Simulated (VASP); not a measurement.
Here is a VASP 6.6.1 calculation.

The input INCAR:

```
ALGO     = Normal         # electronic algorithm
DIPOL    = 0.5 0.5 0.500
EDIFF    = 1E-6           # SCF threshold, eV
ENCUT    = 520            # plane-wave cutoff, eV
GGA      = PE             # functional
IDIPOL   = 3            
ISIF     = 2              # what is computed and relaxed
ISMEAR   = 0              # smearing method
LASPH    = T              # aspherical terms in the spheres
LCHARG   = T              # write CHGCAR
LDIPOL   = T            
LELF     = T              # ELF
LREAL    = F              # projectors in reciprocal space
LVACPOTAV= T            
LVHAR    = T            
LWAVE    = F              # write WAVECAR
NBANDS   = 56             # bands
NELM     = 60             # most SCF steps
PREC     = Accurate       # precision mode
SIGMA    = 0.05           # smearing width, eV
```

Contents of KPOINTS:

```
k-points
0
Gamma
  9 9 1
```

The input POSCAR:

```
GaN
1.0
    3.2162589223      0.0000000000      0.0000000000
   -1.6081294611      2.7853619318      0.0000000000
    0.0000000000      0.0000000000     21.1607737570
N Ga
5 5
Direct
    0.0000000000      0.0000000000      0.2362862558
    0.3333333333      0.6666666667      0.3603868413
    0.6666666667      0.3333333333      0.4844874268
    0.0000000000      0.0000000000      0.6085880123
    0.3333333333      0.6666666667      0.7326885979
    0.3333333333      0.6666666667      0.2673114021
    0.6666666667      0.3333333333      0.3914119877
    0.0000000000      0.0000000000      0.5155125732
    0.3333333333      0.6666666667      0.6396131587
    0.6666666667      0.3333333333      0.7637137442
```

Potentials or basis: VASP PAW PBE potentials, release 64 (N, Ga_d).

The run is started by

```bash
$ cat potpaw_PBE.64/N/POTCAR potpaw_PBE.64/Ga_d/POTCAR > POTCAR
$ mpirun -np 1 vasp_std > vasp.out
```

**Question.** Predict the band gap on the k mesh.

**Answer.** Zero (band 45 reaches 1.85 eV, above the bottom of band 46 at 1.41 eV).

**Question.** Estimate the largest force.

**Answer.** 2.022 eV/Å.

Forces in eV/Å, atoms in the order of the input:
```
N    0.000  0.000  1.461
N    0.000  0.000  0.872
N    0.000  0.000  0.576
N    0.000  0.000  0.500
N    0.000  0.000  0.456
Ga   0.000  0.000 -2.022
Ga   0.000  0.000 -0.619
Ga   0.000  0.000 -0.573
Ga   0.000  0.000 -0.761
Ga   0.000  0.000  0.111
```
